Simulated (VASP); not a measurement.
# Ni (P6/mmm) in VASP: further runs

Runs on Ni. Level: PBE. Tasks: single point, relaxation of cell and atoms.

Everything below comes from runs of VASP 6.6.1. Logs are shortened: lines on timing, memory, paths and dates and some standing lists are left out, and cuts for length are marked.

## 1. The cell of the first run

The structure is hexagonal, space group P6/mmm (No. 191). Conventional cell: a = 3.994 Å, b = 3.994 Å, c = 2.403 Å, α = 90.00°, β = 90.00°, γ = 120.00°. Within 3.2 Å of Ni (site symmetry 6/mmm) lie 14 Ni at 2.40 to 2.60 Å. Within 3.0 Å of Ni (site symmetry -6m2) lie 11 Ni at 2.31 to 2.60 Å.

This isn't the form of Ni at room conditions, which is fcc.

## 2. Single point, PBE

INCAR reads:

```
PREC     = Accurate       # precision mode
ENCUT    = 520            # plane-wave cutoff, eV
EDIFF    = 1E-7           # SCF threshold, eV
ISMEAR   = -1             # smearing method
SIGMA    = 0.1            # smearing width, eV
LREAL    = False          # projectors in reciprocal space
LASPH    = True           # aspherical terms in the spheres
NELM     = 100            # most SCF steps
ALGO     = Normal         # electronic algorithm
ISIF     = 2              # what is computed and relaxed
LWAVE    = False          # write WAVECAR
LCHARG   = False          # write CHGCAR
GGA      = PE             # functional
NBANDS   = 22             # bands
```

KPOINTS reads:

```
Automatic mesh
0
Gamma
  12 12 17
```

POSCAR reads:

```
Ni
1.0
    3.9938654276      0.0000000000      0.0000000000
   -1.9969327138      3.4587889196      0.0000000000
    0.0000000000      0.0000000000      2.4027503927
Ni
3
Direct
    0.0000000000      1.0000000000      1.0000000000
    0.3333333333      0.6666666667      0.5000000000
    0.6666666667      0.3333333333      0.5000000000
```

Potentials or basis: VASP PAW PBE potentials, release 64 (Ni).

The run is started by

```
> cat potpaw_PBE.64/Ni/POTCAR > POTCAR
> mpirun -np 1 vasp_std > vasp.out
```

OUTCAR:

```text
PREC = Accurate
   ENCUT = 520
   EDIFF = 1E-7
   ISMEAR = -1
   LREAL = False
   LASPH = True
   NELM = 100
   ISIF = 2
   GGA = PE

 ion  position               nearest neighbor table
   1  0.000  0.000  0.000-   2 2.60   3 2.60   2 2.60   3 2.60   3 2.60   3 2.60   2 2.60   2 2.60
                             3 2.60   3 2.60   2 2.60   2 2.60
   2  0.333  0.667  0.500-   3 2.31   3 2.31   3 2.31   1 2.60   1 2.60   1 2.60   1 2.60   1 2.60
                             1 2.60
   3  0.667  0.333  0.500-   2 2.31   2 2.31   2 2.31   1 2.60   1 2.60   1 2.60   1 2.60   1 2.60
                             1 2.60

  LATTYP: Found a hexagonal cell.
 ALAT       =     3.9938654276
 C/A-ratio  =     0.6016102536

  Lattice vectors:

 A1 = (   3.9938654276,   0.0000000000,   0.0000000000)
 A2 = (  -1.9969327138,   3.4587889196,   0.0000000000)
 A3 = (   0.0000000000,   0.0000000000,   2.4027503927)

Analysis of symmetry for initial positions (statically):
=====================================================================
 Subroutine PRICEL returns:
 Original cell was already a primitive cell.

 Routine SETGRP: Setting up the symmetry group for a
 hexagonal supercell.

 Subroutine GETGRP returns: Found 24 space group operations
 (whereof 24 operations were pure point group operations)
 out of a pool of 24 trial point group operations.

The static configuration has the point symmetry D_6h.

Analysis of symmetry for dynamics (positions and initial velocities):
=====================================================================
 Subroutine PRICEL returns:
 Original cell was already a primitive cell.

 Routine SETGRP: Setting up the symmetry group for a
 hexagonal supercell.

 Subroutine GETGRP returns: Found 24 space group operations
 (whereof 24 operations were pure point group operations)
 out of a pool of 24 trial point group operations.

The dynamic configuration has the point symmetry D_6h.

 Subroutine INISYM returns: Found 24 space group operations
 (whereof 24 operations are pure point group operations),
 and found     1 'primitive' translations

----------------------------------------------------------------------------------------

                                     Primitive cell

  volume of cell :      33.1914

  direct lattice vectors                    reciprocal lattice vectors
     3.993865428  0.000000000  0.000000000     0.250384000  0.144559270  0.000000000
[... 86 lines left out ...]
   ENCUT  =  520.0 eV  38.22 Ry    6.18 a.u.   7.43  7.43  4.47*2*pi/ulx,y,z
   NELM   =    100;   NELMIN=  2; NELMDL= -5     # of ELM steps
   EDIFF  = 0.1E-06   stopping-criterion for ELM
   LREAL  =      F    real-space projection
   EDIFFG = 0.1E-05   stopping-criterion for IOM
   NSW    =      0    number of steps for IOM
   IBRION =     -1    ionic relax: 0-MD 1-quasi-New 2-CG
   NFREE  =      0    steps in history (QN), initial steepest desc. (CG)
   ISIF   =      2    stress and relaxation
   ISYM   =      2    0-nonsym 1-usesym 2-fastsym
   POTIM  = 0.5000    time-step for ionic-motion
   TEBEG  =    0.0;   TEEND  =   0.0 temperature during run
   PSTRESS=    0.0 pullay stress
   NELECT =      30.0000    total number of electrons
   NUPDOWN=      -1.0000    fix difference up-down
   EMIN   =  10.00;   EMAX   =-10.00  energy-range for DOS
   EFERMI =   0.00;   METHOD = LEGACY
   ISMEAR =    -1;   SIGMA  =   0.10  broadening in eV -4-tet -1-fermi 0-gaus
   EFERMI_NEDOS =   21; number of points for ismear=-14 and -15
   IALGO  =     38    algorithm
   IMIX   =      4    mixing-type and parameters
     AMIX     =   0.40;   BMIX     =  1.00
     AMIX_MAG =   1.60;   BMIX_MAG =  1.00
  volume/ion in A,a.u.               =      11.06        74.66
  Fermi-wavevector in a.u.,A,eV,Ry     =   1.582850  2.991154 34.088245  2.505415
  Thomas-Fermi vector in A             =   2.682711
   LORBIT       =      0    0 simple, 1 ext, 2 COOP (PROOUT), +10 PAW based schemes
   GGA     = PE    functional components
   LHFCALC =     F    Hartree Fock is set to
   AEXX    =    0.0000 exact exchange contribution
   IVDW    =     0    specifies the selected vdW correction
   LEPSILON=     F    determine dielectric tensor
   LRPA    =     F    only Hartree local field effects (RPA)
 non-spin polarized calculation
  energy-cutoff  :      520.00
  volume of cell :       33.19
 maximum number of plane-waves:       933
 NGX is ok and might be reduce to    30
   NGX = 15   NGY = 15   NGZ =  9

 number of electron      29.9999984 magnetization

 Free energy of the ion-electron system (eV)
  ---------------------------------------------------
  ext. energy  EPLUGINS =         0.00000000
  ---------------------------------------------------
  free energy    TOTEN  =       -16.06950210 eV

  energy without entropy =      -15.80996243  energy(sigma->0) =      -15.93973226

 E-fermi :   8.9928     XC(G=0): -13.1453

 val. band max:        8.9924217281   @ k =   0.2500   0.0000   0.0000
 cond. band min:       8.9933766979   @ k =   0.5000   0.0000   0.0588
 fundamental gap:      0.0009549698
 Fermi energy:         8.9928477063

 k-point     1 :       0.0000    0.0000    0.0000
  band No.  band energies     occupation
      1       0.2425      2.00000
      2       5.2245      2.00000
      3       6.3229      2.00000
      4       6.3229      2.00000
      5       6.3432      2.00000
      6       6.3432      2.00000
[... 589 lines left out ...]
     21      21.7515      0.00000
     22      24.8494      0.00000

 [... further k-points ...]

------------------------ aborting loop because EDIFF is reached ----------------------------------------

  FORCE on cell =-STRESS in cart. coord.  units (eV):
  Direction    XX          YY          ZZ          XY          YZ          ZX
  --------------------------------------------------------------------------------------
  -------------------------------------------------------------------------------------
  Total        0.0038731      0.0038731     -0.0309751      0.0000000      0.0000000      0.0000000
  in kB        0.1869581      0.1869581     -1.4951906      0.0000000      0.0000000      0.0000000
  external PRESSURE =      -0.3737581 kB  Pullay stress =       0.0000000 kB

 VOLUME and BASIS-vectors are now :
 -----------------------------------------------------------------------------
  energy-cutoff  :      520.00
  volume of cell :       33.19
      direct lattice vectors                 reciprocal lattice vectors
     3.993865428  0.000000000  0.000000000     0.250384000  0.144559270  0.000000000
    -1.996932714  3.458788920  0.000000000     0.000000000  0.289118539  0.000000000
     0.000000000  0.000000000  2.402750393     0.000000000  0.000000000  0.416189715

 POSITION                                       TOTAL-FORCE (eV/Angst)
 -----------------------------------------------------------------------------------
      0.00000      0.00000      0.00000        -0.000000      0.000000      0.000000
     -0.00000      2.30586      1.20138         0.000000      0.000000      0.000000
      1.99693      1.15293      1.20138        -0.000000     -0.000000      0.000000
 -----------------------------------------------------------------------------------
    total drift:                               -0.000000      0.000000      0.000000

  FREE ENERGIE OF THE ION-ELECTRON SYSTEM (eV)
  ---------------------------------------------------
  free  energy   TOTEN  =       -16.0695021035 eV

  energy  without entropy=      -15.8099624257  energy(sigma->0) =      -15.93973226
```

OSZICAR:

```text
N       E                     dE             d eps       ncg     rms          rms(c)
DAV:   1     0.168240401157E+03    0.16824E+03   -0.13734E+04  7852   0.194E+03
DAV:   2    -0.116372109435E+02   -0.17988E+03   -0.17040E+03  7548   0.317E+02
DAV:   3    -0.189709205080E+02   -0.73337E+01   -0.70020E+01  8328   0.893E+01
DAV:   4    -0.190678179948E+02   -0.96897E-01   -0.96844E-01  9660   0.925E+00
DAV:   5    -0.190704295279E+02   -0.26115E-02   -0.26114E-02  8780   0.134E+00    0.165E+01
DAV:   6    -0.172471319562E+02    0.18233E+01   -0.22993E+01  8160   0.825E+01    0.119E+01
DAV:   7    -0.187325023123E+02   -0.14854E+01   -0.19909E+01  8844   0.921E+01    0.217E+01
DAV:   8    -0.160939551384E+02    0.26385E+01   -0.74427E+00  8778   0.499E+01    0.248E+00
DAV:   9    -0.160777163181E+02    0.16239E-01   -0.30297E-01  7956   0.670E+00    0.108E+00
DAV:  10    -0.160696699354E+02    0.80464E-02   -0.17955E-02  9598   0.207E+00    0.246E-01
DAV:  11    -0.160694987778E+02    0.17116E-03   -0.19725E-03  9470   0.785E-01    0.853E-02
DAV:  12    -0.160695004477E+02   -0.16699E-05   -0.22119E-04 10240   0.252E-01    0.349E-02
DAV:  13    -0.160695045757E+02   -0.41280E-05   -0.30196E-05  9512   0.938E-02    0.112E-02
DAV:  14    -0.160695025810E+02    0.19947E-05   -0.26824E-06  8282   0.215E-02    0.287E-03
DAV:  15    -0.160695020679E+02    0.51314E-06   -0.13413E-07  5812   0.422E-03    0.152E-03
DAV:  16    -0.160695021035E+02   -0.35622E-07   -0.56918E-08  4356   0.486E-03
   1 F= -.16069502E+02 E0= -.15939732E+02  d E =-.259540E+00
```

Wall time 48 s (1 thread of AMD EPYC 9R45 (Zen 5), shared host); peak memory 0.18 GiB.

Results:

```
Free energy            : -16.0695 eV
Pressure               : 0.0 GPa
Band gap on the k mesh : zero (bands 15 and 16 overlap by 0.58 eV)
```

Caveat: the run has no spin polarisation, though such a crystal can be magnetic. Spin polarisation is off, so any magnetic state and its effect on volume and gap are missing.

## 3. Single point, PBE (11.51 Å³/atom)

This run uses another cell than the first one, of 11.51 Å³/atom.

INCAR reads:

```
SYSTEM = Ni
PREC = Accurate
ENCUT = 520
EDIFF = 1E-7
ISMEAR = -1
SIGMA = 0.1
LREAL = .FALSE.
LASPH = .TRUE.
NELM = 60
ALGO = Normal
ISIF = 2
LWAVE = .FALSE.
LCHARG = .FALSE.
GGA = PE
NBANDS = 22
```

KPOINTS reads:

```
Automatic mesh
0
G
  12 12 17
  0 0 0
```

POSCAR reads:

```
Ni
1.0
    4.0464223156      0.0000000000      0.0000000000
   -2.0232111578      3.5043045197      0.0000000000
    0.0000000000      0.0000000000      2.4343691554
Ni
3
Direct
    0.0000000000      1.0000000000      1.0000000000
    0.3333333333      0.6666666667      0.5000000000
    0.6666666667      0.3333333333      0.5000000000
```

Potentials or basis: VASP PAW PBE potentials, release 64 (Ni).

The run is started by

```
> cat potpaw_PBE.64/Ni/POTCAR > POTCAR
> mpirun -np 1 vasp_std > vasp.out
```

It took 48 s on 1 thread of AMD EPYC 9R45 (Zen 5), shared host; peak memory 0.19 GiB.

Results (log left out):

```yaml
Free_energy: -16.0402 eV
Pressure: -6.7 GPa
Band_gap_on_the_k_mesh: zero (bands 15 and 16 overlap by 0.55 eV)
```

Stress tensor (GPa, compression positive):
```
-6.78  0.00  0.00
 0.00 -6.78  0.00
 0.00  0.00 -6.68
```

Levels at points of the mesh, in eV from the Fermi level:
```tsv
k point	band 14	band 15	band 16	band 17	band 18	band 19
(0.00, 0.00, 0.00)	-0.91	0.05	0.05	6.08	6.08	6.09
(0.50, 0.00, 0.00)	-0.21	-0.19	-0.12	0.09	0.28	6.14
```

Caveat: the cell stands under tension; the run has no spin polarisation, though such a crystal can be magnetic.

(Part 1 of 2 ends here.)
